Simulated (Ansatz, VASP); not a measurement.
# Be3H: VASP beside Ansatz

```
Be H
1.0
     3.73115   -0.39964   -0.09836
    -0.41342    3.72906   -0.12006
    -0.24621   -0.22386    4.42032
Be H
6 2
Direct
  0.00351 0.61629 0.31545
  0.93562 0.39548 0.78149
  0.61630 0.00352 0.31546
  0.39548 0.93561 0.78149
  0.45342 0.45343 0.03670
  0.47064 0.47064 0.53300
  0.99759 0.99759 0.31587
  0.12744 0.12744 0.92053
```

Change from the starting cell: Cu3Au (L1_2) type (Pm-3m, No. 221); cell x2, atoms moved at random (sigma 0.1 Å) and cell strained at random (1.5 %), then relaxed without symmetry.

Alike in both runs: functional PBE; k mesh 8 × 8 × 4; occupations gaussian, width 0.1 eV; no spin polarisation.

Ansatz relaxed the structure, and its values are those at the end. VASP's run is a single point on that final structure, the one shown.

|  | VASP | Ansatz |
| --- | --- | --- |
| version | VASP 6.6.1 | Ansatz 0.2.0 |
| potentials or method | VASP PAW PBE potentials, release 64 (Be, H), cutoff 520 eV | scalar-relativistic, plane waves, PAW |
| valence electrons in the cell | 14 | 14 |

Ansatz gave:

```
gap on the k mesh at the Fermi level (eV) : none
pressure (GPa)                            : 0.0
rms of the force components (eV/Å)        : 0.004
```

Problem. Which values does VASP return?

Solution. gap on the k mesh at the Fermi level (eV): none; pressure (GPa): 0.1; rms of the force components (eV/Å): 0.008.

A gap of «none» marks a metal or a gap that the smearing closes.
